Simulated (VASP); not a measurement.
Set up this calculation in VASP 6.6.1, as the native input.

```
Task                   : single point
Functional             : PBEsol
Potentials or basis    : VASP PAW PBE potentials, release 64 (Sr_sv, Si, H)
Cutoff                 : 520 eV
k mesh                 : 6 × 6 × 4
Occupations            : fermi-dirac, width 0.03 eV
Spin                   : no spin polarisation
Dipole correction      : no
Further INCAR settings : ALGO = Normal; EDIFF = 1e-06; NBANDS = 20
```

The structure of SrSiH6 lies in POSCAR:

```
SrSiH6
1.0
    4.6866446598     -0.2256669091      0.6245463565
    2.0679526824      3.5672263897      0.7379682159
    0.4614557695      2.7184670645      4.8164520026
Sr Si H
1 1 6
Direct
    0.5000000000      0.0000000000      0.5000000000
    0.0000000000      0.0000000000      0.0000000000
   -0.2313220393      0.3656929117      0.0599549530
    1.2313220393      0.6343070883      0.9400450470
    0.0974835306      0.3753460186      0.7199703708
    0.9025164694      0.6246539814      0.2800296292
    0.2978637291      0.8106775467      0.2356623319
    0.7021362709      0.1893224533      0.7643376681
```

These files were run (other wordings do the same):

INCAR

```
PREC     = Accurate       # precision mode
ENCUT    = 520            # plane-wave cutoff, eV
EDIFF    = 1E-6           # SCF threshold, eV
ISMEAR   = -1             # smearing method
SIGMA    = 0.03           # smearing width, eV
LREAL    = False          # projectors in reciprocal space
LASPH    = True           # aspherical terms in the spheres
NELM     = 100            # most SCF steps
ALGO     = Normal         # electronic algorithm
ISIF     = 2              # what is computed and relaxed
LWAVE    = False          # write WAVECAR
LCHARG   = True           # write CHGCAR
GGA      = PS             # functional
LELF     = True           # ELF
LVHAR    = True         
NBANDS   = 20             # bands
```

KPOINTS

```
regular mesh
0
Gamma
  6 6 4
```

Potentials or basis: VASP PAW PBE potentials, release 64 (Sr_sv, Si, H).

Run with:

```console
$ cat potpaw_PBE.64/Sr_sv/POTCAR potpaw_PBE.64/Si/POTCAR potpaw_PBE.64/H/POTCAR > POTCAR
$ mpirun -np 1 vasp_std > vasp.out
```

Results of the run:

The pressure is 0.1 GPa, the largest force is 0.008 eV/Å and the band gap on the k mesh is 1.46 eV (least direct gap 3.05 eV).

Caveat: the PAW data sets were made with another functional, which shifts forces and pressure a little.

Run time: 2.7 min on 1 thread of Oxide Virtual Turin-like Processor, with other jobs on the host, peak memory 0.25 GiB.
